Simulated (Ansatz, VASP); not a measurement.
Two plane-wave programs on Li2TaO3

INCAR

```
SYSTEM = Li2TaO3
PREC = Accurate
ENCUT = 520
EDIFF = 1E-7
ISMEAR = 0
SIGMA = 0.1
LREAL = .False.
LASPH = .True.
NELM = 60
ALGO = Normal
ISIF = 2
LWAVE = .False.
LCHARG = .True.
GGA = PE
LELF = .True.
LVHAR = .True.
NBANDS = 26
```

Contents of KPOINTS:

```
Automatic mesh
0
Gamma
  4 4 4
  0 0 0
```

The input POSCAR:

```
Li2TaO3
1.0
    3.9286469100      0.0000000000      0.0000000000
    0.0000000000      3.9286469100      0.0000000000
    0.0000000000      0.0000000000      5.2667507000
Li Ta O
2 1 3
Direct
    0.0000000000      0.0000000000      0.9051373500
    0.0000000000      0.0000000000      0.4769572400
    0.5000000000      0.5000000000      0.5919895400
    0.5000000000      0.5000000000      0.2511987500
    0.5000000000      0.0000000000      0.3352024300
    0.0000000000      0.5000000000      0.3352024300
```

Input for Ansatz:

```yaml
crystal:
  lattice:
    - [3.92864691, 0.0, 0.0]
    - [0.0, 3.92864691, 0.0]
    - [0.0, 0.0, 5.2667507]
  atoms:
    - { symbol: Li, position: [0.0, 0.0, 0.90513735] }
    - { symbol: Li, position: [0.0, 0.0, 0.47695724] }
    - { symbol: Ta, position: [0.5, 0.5, 0.59198954] }
    - { symbol: O, position: [0.5, 0.5, 0.25119875] }
    - { symbol: O, position: [0.5, 0.0, 0.33520243] }
    - { symbol: O, position: [0.0, 0.5, 0.33520243] }
basis:
  ecutwfc: 420
kpoints:
  mp_grid: { grid: [4, 4, 4] }
hamiltonian:
  xc: pbe
scf:
  occupations: { method: gaussian, width: 0.1 }
  lower_state_search: "off"
output:
  forces: true
  stress: true
  eigenvalues: true
```

Alike in both runs: task single point; functional PBE; k mesh 4 × 4 × 4; occupations gaussian, width 0.1 eV; no spin polarisation.

|  | VASP | Ansatz |
| --- | --- | --- |
| version | VASP 6.6.1 | Ansatz 0.2.0 |
| potentials or method | VASP PAW PBE potentials, release 64 (Li_sv, Ta_pv, O), cutoff 520 eV | scalar-relativistic, plane waves, PAW |
| valence electrons in the cell | 35 | 37 |

```tsv
	VASP	Ansatz	Ansatz less VASP
gap on the k mesh at the Fermi level (eV)	none	none	-
rms of the force components (eV/Å)	1.794	1.810	+0.0165
```

Atom by atom the forces differ by 0.117 eV/Å (rms over components). A gap of «none» marks a metal or a gap that the smearing closes. VASP's potentials hold 35 valence electrons a cell and Ansatz's 37, so a difference there can come from the potentials and not from the codes.

The k mesh is coarse, so the values compare programs but aren't converged. Spin-orbit coupling is off throughout. Noted on VASP's run: the cutoff is short for stress, so the pressure is rough.
